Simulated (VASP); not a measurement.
# Li (P2_1/m) in VASP: notebook

Runs on Li. Level: PBE+D3(BJ). Tasks: single point.

Everything below comes from runs of VASP 6.6.1. Logs are shortened: lines on timing, memory, paths and dates and some standing lists are left out, and cuts for length are marked.

### Step 1. The cell of the first run

Symmetry: P2_1/m, No. 11, monoclinic system. The conventional cell has a = 2.954 Å, b = 4.177 Å, c = 2.954 Å, α = 90.00°, β = 90.00°, γ = 90.00°. Li (site symmetry m) has 10 Li at 2.43 to 3.19 Å within 3.2 Å.

### Step 2. Single point, PBE+D3(BJ) (mode 4 frozen in at -0.425 Å and mode 5 at -0.085 Å (largest displacements))

Input file INCAR:

```
SYSTEM = Li
  PREC = Accurate
  ENCUT = 520
  EDIFF = 1E-6
  ISMEAR = 0
  SIGMA = 0.15
  LREAL = .False.
  LASPH = .True.
  NELM = 60
  ALGO = Fast
  ISIF = 2
  LWAVE = .False.
  LCHARG = .False.
  GGA = PE
  IVDW = 12
  NBANDS = 10
```

Input file KPOINTS:

```
Automatic mesh
0
Gamma
  16 16 12
  0 0 0
```

Input file POSCAR:

```
Li
1.0
    0.0000000000     -2.0886081792     -2.0886081792
    0.0000000000      2.0886081792     -2.0886081792
    4.1772163584      0.0000000000      0.0000000000
Li
2
Direct
    0.6220908749      0.4186060834      0.5000000000
   -0.1220908749      0.0813939166      0.0000000000
```

Potentials or basis: VASP PAW PBE potentials, release 64 (Li_sv).

Launch:

```bash
cat potpaw_PBE.64/Li_sv/POTCAR > POTCAR
mpirun -np 1 vasp_std > vasp.out
```

OUTCAR:

```text
SYSTEM = Li
   PREC = Accurate
   ENCUT = 520
   EDIFF = 1E-6
   ISMEAR = 0
   LREAL = .False.
   LASPH = .True.
   NELM = 60
   ISIF = 2
   GGA = PE
   IVDW = 12
 IVDW          = 12

 ion  position               nearest neighbor table
   1  0.622  0.419  0.500-   2 2.43   2 2.43
   2  0.878  0.081  0.000-   1 2.43   1 2.43

  LATTYP: Found a simple tetragonal cell.
 ALAT       =     2.9537380135
 C/A-ratio  =     1.4142135624

  Lattice vectors:

 A1 = (   0.0000000000,  -2.0886081792,  -2.0886081792)
 A2 = (   0.0000000000,   2.0886081792,  -2.0886081792)
 A3 = (   4.1772163584,   0.0000000000,   0.0000000000)

Analysis of symmetry for initial positions (statically):
=====================================================================
 Subroutine PRICEL returns:
 Original cell was already a primitive cell.

 Routine SETGRP: Setting up the symmetry group for a
 simple tetragonal supercell.

 Subroutine GETGRP returns: Found  4 space group operations
 (whereof  2 operations were pure point group operations)
 out of a pool of 16 trial point group operations.

The static configuration has the point symmetry C_1h.
 The point group associated with its full space group is C_2h.

Analysis of symmetry for dynamics (positions and initial velocities):
=====================================================================
 Subroutine PRICEL returns:
 Original cell was already a primitive cell.

 Routine SETGRP: Setting up the symmetry group for a
 simple tetragonal supercell.

 Subroutine GETGRP returns: Found  4 space group operations
 (whereof  2 operations were pure point group operations)
 out of a pool of 16 trial point group operations.

The dynamic configuration has the point symmetry C_1h.
 The point group associated with its full space group is C_2h.

 Subroutine INISYM returns: Found  4 space group operations
 (whereof  2 operations are pure point group operations),
 and found     1 'primitive' translations

----------------------------------------------------------------------------------------

                                     Primitive cell

  volume of cell :      36.4444

  direct lattice vectors                    reciprocal lattice vectors
     0.000000000 -2.088608179 -2.088608179     0.000000000 -0.239393872 -0.239393872
     0.000000000  2.088608179 -2.088608179     0.000000000  0.239393872 -0.239393872
     4.177216358  0.000000000  0.000000000     0.239393872  0.000000000  0.000000000

  length of vectors
     2.953738014  2.953738014  4.177216358     0.338554061  0.338554061  0.239393872

  position of ions in fractional coordinates (direct lattice)
     0.622090875  0.418606083  0.500000000
     0.877909125  0.081393917  0.000000000

  ion indices of the primitive-cell ions
   primitive index   ion index
                 1           1
                 2           2

----------------------------------------------------------------------------------------

 KPOINTS: Automatic mesh

Automatic generation of k-mesh.
 Grid dimensions read from file:
 generate k-points for:   16   16   12

 Generating k-lattice:

  Cartesian coordinates                     Fractional coordinates (reciprocal lattice)
     0.000000000 -0.014962117 -0.014962117     0.062500000  0.000000000  0.000000000
     0.000000000  0.014962117 -0.014962117     0.000000000  0.062500000  0.000000000
     0.019949489  0.000000000  0.000000000     0.000000000  0.000000000  0.083333333

  Length of vectors
     0.021159629  0.021159629  0.019949489

  Shift w.r.t. Gamma in fractional coordinates (k-lattice)
     0.000000000  0.000000000  0.000000000

 Subroutine IBZKPT returns following result:
 ===========================================

 Found    910 irreducible k-points:

 Following reciprocal coordinates:
            Coordinates               Weight
  0.000000  0.000000  0.000000      1.000000
  0.062500  0.000000  0.000000      2.000000
  0.000000  0.062500  0.000000      2.000000
  0.125000  0.000000  0.000000      2.000000
  0.000000  0.125000  0.000000      2.000000
  0.187500  0.000000  0.000000      2.000000
[... 16 lines left out ...]
  0.062500  0.125000  0.000000      2.000000
  0.187500  0.062500  0.000000      2.000000
 [... further k-points ...]
   k-points           NKPTS =    910   k-points in BZ     NKDIM =    910   number of bands    NBANDS=     10
   number of dos      NEDOS =    301   number of ions     NIONS =      2
   total plane-waves  NPLWV =  18432
   dimension x,y,z NGX =    24 NGY =   24 NGZ =   32
   dimension x,y,z NGXF=    48 NGYF=   48 NGZF=   64
   ions per type =               2
   NGX,Y,Z   is equivalent  to a cutoff of  13.51, 13.51, 12.74 a.u.
   NGXF,Y,Z  is equivalent  to a cutoff of  27.02, 27.02, 25.47 a.u.
 SYSTEM =  Li
   PREC   = accura    normal or accurate (medium, high low for compatibility)
   ISTART =      0    job   : 0-new  1-cont  2-samecut
   ICHARG =      2    charge: 1-file 2-atom 10-const
   ISPIN  =      1    spin polarized calculation?
   LNONCOLLINEAR =      F non collinear calculations
   LSORBIT =      F    spin-orbit coupling
   LASPH  =      T    aspherical Exc in radial PAW
   ENCUT  =  520.0 eV  38.22 Ry    6.18 a.u.   5.49  5.49  7.77*2*pi/ulx,y,z
   NELM   =     60;   NELMIN=  2; NELMDL= -5     # of ELM steps
   EDIFF  = 0.1E-05   stopping-criterion for ELM
   LREAL  =      F    real-space projection
   EDIFFG = 0.1E-04   stopping-criterion for IOM
   NSW    =      0    number of steps for IOM
   IBRION =     -1    ionic relax: 0-MD 1-quasi-New 2-CG
   NFREE  =      0    steps in history (QN), initial steepest desc. (CG)
   ISIF   =      2    stress and relaxation
   ISYM   =      2    0-nonsym 1-usesym 2-fastsym
   POTIM  = 0.5000    time-step for ionic-motion
   TEBEG  =    0.0;   TEEND  =   0.0 temperature during run
   PSTRESS=    0.0 pullay stress
   NELECT =       6.0000    total number of electrons
   NUPDOWN=      -1.0000    fix difference up-down
   EMIN   =  10.00;   EMAX   =-10.00  energy-range for DOS
   EFERMI =   0.00;   METHOD = LEGACY
   ISMEAR =     0;   SIGMA  =   0.15  broadening in eV -4-tet -1-fermi 0-gaus
   EFERMI_NEDOS =   21; number of points for ismear=-14 and -15
   IALGO  =     68    algorithm
   IMIX   =      4    mixing-type and parameters
     AMIX     =   0.40;   BMIX     =  1.00
     AMIX_MAG =   1.60;   BMIX_MAG =  1.00
  volume/ion in A,a.u.               =      18.22       122.97
  Fermi-wavevector in a.u.,A,eV,Ry     =   0.897253  1.695562 10.953548  0.805063
  Thomas-Fermi vector in A             =   2.019814
   LORBIT       =      0    0 simple, 1 ext, 2 COOP (PROOUT), +10 PAW based schemes
   GGA     = PE    functional components
   LHFCALC =     F    Hartree Fock is set to
   AEXX    =    0.0000 exact exchange contribution
   IVDW    =    12    specifies the selected vdW correction
   LEPSILON=     F    determine dielectric tensor
   LRPA    =     F    only Hartree local field effects (RPA)
 non-spin polarized calculation
 RMM-DIIS sequential band-by-band and
 Gauss-broadening in eV      SIGMA  =   0.15
  energy-cutoff  :      520.00
  volume of cell :       36.44
 maximum number of plane-waves:      1008
 NGX is ok and might be reduce to    24
   NGX = 11   NGY = 11   NGZ = 15

 number of electron       5.9999989 magnetization

 Free energy of the ion-electron system (eV)
  ---------------------------------------------------
  ext. energy  EPLUGINS =         0.00000000
  ---------------------------------------------------
  free energy    TOTEN  =        -3.51058108 eV

  energy without entropy =       -3.50146599  energy(sigma->0) =       -3.50602354

 E-fermi :   1.0049     XC(G=0):  -7.3057

 val. band max:        1.0040185847   @ k =  -0.2500   0.5000   0.1667
 cond. band min:       1.0083365703   @ k =   0.3125   0.4375  -0.1667
 fundamental gap:      0.0043179855
 Fermi energy:         1.0049334317

 k-point     1 :       0.0000    0.0000    0.0000
  band No.  band energies     occupation
      1     -45.7007      2.00000
      2     -45.6245      2.00000
      3      -2.7257      2.00000
      4       2.3351      0.00000
      5       6.1333      0.00000
      6      10.3814      0.00000
      7      10.9800      0.00000
      8      11.1465      0.00000
      9      12.8775      0.00000
     10      17.2699      0.00000

 k-point     2 :       0.0625    0.0000    0.0000
  band No.  band energies     occupation
      1     -45.7002      2.00000
      2     -45.6244      2.00000
      3      -2.6780      2.00000
      4       2.3982      0.00000
      5       6.1150      0.00000
      6       9.5641      0.00000
      7      10.4971      0.00000
      8      12.4451      0.00000
      9      12.9333      0.00000
     10      16.7097      0.00000

 k-point     3 :       0.0000    0.0625    0.0000
  band No.  band energies     occupation
      1     -45.7000      2.00000
      2     -45.6245      2.00000
      3      -2.6781      2.00000
      4       2.3997      0.00000
      5       6.0833      0.00000
      6       9.4716      0.00000
      7      11.1671      0.00000
      8      11.5565      0.00000
      9      13.2983      0.00000
     10      16.5825      0.00000

 k-point     4 :       0.1250    0.0000    0.0000
  band No.  band energies     occupation
      1     -45.6987      2.00000
      2     -45.6238      2.00000
      3      -2.5348      2.00000
      4       2.5869      0.00000
      5       5.9828      0.00000
      6       8.3462      0.00000
      7      10.6439      0.00000
      8      12.7142      0.00000
      9      13.7708      0.00000
     10      15.3339      0.00000
[... 222 lines left out ...]
 k-point    22 :      -0.1250    0.0625    0.0000
  band No.  band energies     occupation
      1     -45.6980      2.00000
      2     -45.6238      2.00000
      3      -2.4856      2.00000
      4       2.6519      0.00000
      5       5.9983      0.00000
      6       7.9544      0.00000
      7      10.5791      0.00000
      8      13.2787      0.00000
      9      13.8527      0.00000
     10      15.2022      0.00000

 k-point    23 :       0.0625    0.1250    0.0000
  band No.  band energies     occupation
      1     -45.6976      2.00000
      2     -45.6242      2.00000
      3      -2.4878      2.00000
      4       2.6558      0.00000
      5       5.8735      0.00000
      6       8.4168      0.00000
      7      10.1161      0.00000
      8      12.9302      0.00000
      9      14.0104      0.00000
     10      15.2039      0.00000

 k-point    24 :       0.1875    0.0625    0.0000
  band No.  band energies     occupation
      1     -45.6959      2.00000
      2     -45.6229      2.00000
      3      -2.2495      2.00000
      4       2.9625      0.00000
      5       5.5196      0.00000
      6       7.6231      0.00000
      7       9.9833      0.00000
      8      13.2605      0.00000
      9      13.8387      0.00000
     10      14.4819      0.00000

 [... further k-points ...]

------------------------ aborting loop because EDIFF is reached ----------------------------------------

 Edisp (eV)   -0.37891

 E8    (eV) :    -0.1584

  FORCE on cell =-STRESS in cart. coord.  units (eV):
  Direction    XX          YY          ZZ          XY          YZ          ZX
  --------------------------------------------------------------------------------------
  -------------------------------------------------------------------------------------
  Total       1.26807    -0.35156    -0.65406     0.00000    -0.36874     0.00000
  in kB      55.74702   -15.45526   -28.75395     0.00000   -16.21055     0.00000
  external pressure =        3.85 kB  Pullay stress =        0.00 kB

 VOLUME and BASIS-vectors are now :
 -----------------------------------------------------------------------------
  energy-cutoff  :      520.00
  volume of cell :       36.44
      direct lattice vectors                 reciprocal lattice vectors
     0.000000000 -2.088608179 -2.088608179     0.000000000 -0.239393872 -0.239393872
     0.000000000  2.088608179 -2.088608179     0.000000000  0.239393872 -0.239393872
     4.177216358  0.000000000  0.000000000     0.239393872  0.000000000  0.000000000

 POSITION                                       TOTAL-FORCE (eV/Angst)
 -----------------------------------------------------------------------------------
      2.08861     -0.42500     -2.17361         0.000000      0.606119      0.015348
      0.00000     -1.66361     -2.00361         0.000000     -0.606119     -0.015348
 -----------------------------------------------------------------------------------
    total drift:                                0.000000      0.000000      0.000000

  FREE ENERGIE OF THE ION-ELECTRON SYSTEM (eV)
  ---------------------------------------------------
  free  energy   TOTEN  =        -3.8894955081 eV

  energy  without entropy=       -3.8803804219  energy(sigma->0) =       -3.88493797
```

Run time: 4.6 min. Hardware: 1 thread of Oxide Virtual Turin-like, shared host; peak memory 0.31 GiB.

What came out:

```
Free energy                : -3.8895 eV
Largest force              : 0.606 eV/Å
Band gap on the k mesh     : zero (band 3 reaches 3.97 eV, above the bottom of band 4 at -1.18 eV)
Dispersion energy per atom : -0.189 eV
```

Forces on the atoms (eV/Å):
```
Li   0.000  0.606  0.015
Li   0.000 -0.606 -0.015
```

Caveat: the cell differs from its parent crystal (mode 4 frozen in at -0.425 Å and mode 5 at -0.085 Å (largest displacements)); the cutoff is under 1.25 times the usual one of these potentials, so pressure, stress and relaxed cells hold a basis-set (Pulay) error; pairwise dispersion overbinds metals, which lowers pressure and volume.

### Step 3. Single point, PBE+D3(BJ) (mode 4 frozen in at -0.425 Å and mode 5 at -0.255 Å (largest displacements))

Input file INCAR:

```
SYSTEM = Li
ALGO = Fast
EDIFF = 1E-7
ENCUT = 520
GGA = PE
ISIF = 2
ISMEAR = 0
IVDW = 12
LASPH = .True.
LCHARG = .True.
LELF = .True.
LREAL = .False.
LVHAR = .True.
LWAVE = .False.
NBANDS = 10
NELM = 80
PREC = Accurate
SIGMA = 0.15
```

Input file KPOINTS:

```
k-points
0
Gamma
  16 16 12
  0 0 0
```

Input file POSCAR:

```
Li
1.0
    0.0000000000     -2.0886081792     -2.0886081792
    0.0000000000      2.0886081792     -2.0886081792
    4.1772163584      0.0000000000      0.0000000000
Li
2
Direct
    0.6627878332      0.4593030417      0.5000000000
   -0.1627878332      0.0406969583      0.0000000000
```

Potentials or basis: VASP PAW PBE potentials, release 64 (Li_sv).

Launch:

```bash
cat potpaw_PBE.64/Li_sv/POTCAR > POTCAR
mpirun -np 1 vasp_std > vasp.out
```

It took 7.8 min on 1 thread of Oxide Virtual Turin-like, shared host; peak memory 0.32 GiB.

Results (log left out):

```yaml
Free_energy: -3.8778 eV
Largest_force: 0.454 eV/Å
Band_gap_on_the_k_mesh: zero (band 3 reaches 3.71 eV, above the bottom of band 4 at -1.18 eV)
Dispersion_energy_per_atom: -0.190 eV
```

Forces on the atoms (eV/Å):
```
Li   0.000  0.450  0.062
Li   0.000 -0.450 -0.062
```

Levels at points of the mesh, in eV from the Fermi level:
| k point | band 1 | band 2 | band 3 | band 4 | band 5 | band 6 | band 7 |
| --- | --- | --- | --- | --- | --- | --- | --- |
| (0.00, 0.00, 0.00) | -46.67 | -46.59 | -3.70 | 1.35 | 5.17 | 8.95 | 9.55 |
| (0.50, 0.00, 0.00) | -46.66 | -46.59 | -1.31 | 0.63 | 4.17 | 6.82 | 7.58 |
| (0.00, 0.50, 0.00) | -46.64 | -46.60 | -0.88 | -0.33 | 5.08 | 6.14 | 8.23 |
| (0.50, 0.50, 0.00) | -46.63 | -46.60 | 1.85 | 2.40 | 3.29 | 4.25 | 7.71 |
| (0.00, 0.00, 0.50) | -46.63 | -46.63 | -2.15 | -2.15 | 10.55 | 10.55 | 10.96 |
| (0.50, 0.00, 0.50) | -46.62 | -46.62 | 0.37 | 0.37 | 2.39 | 2.39 | 13.05 |
| (0.00, 0.50, 0.50) | -46.62 | -46.62 | -0.22 | -0.22 | 3.29 | 3.29 | 13.43 |
| (0.50, 0.50, 0.50) | -46.61 | -46.61 | 2.73 | 2.73 | 3.93 | 3.93 | 5.81 |

Caveat: the cell differs from its parent crystal (mode 4 frozen in at -0.425 Å and mode 5 at -0.255 Å (largest displacements)); the cutoff is under 1.25 times the usual one of these potentials, so pressure, stress and relaxed cells hold a basis-set (Pulay) error; pairwise dispersion overbinds metals, which lowers pressure and volume.
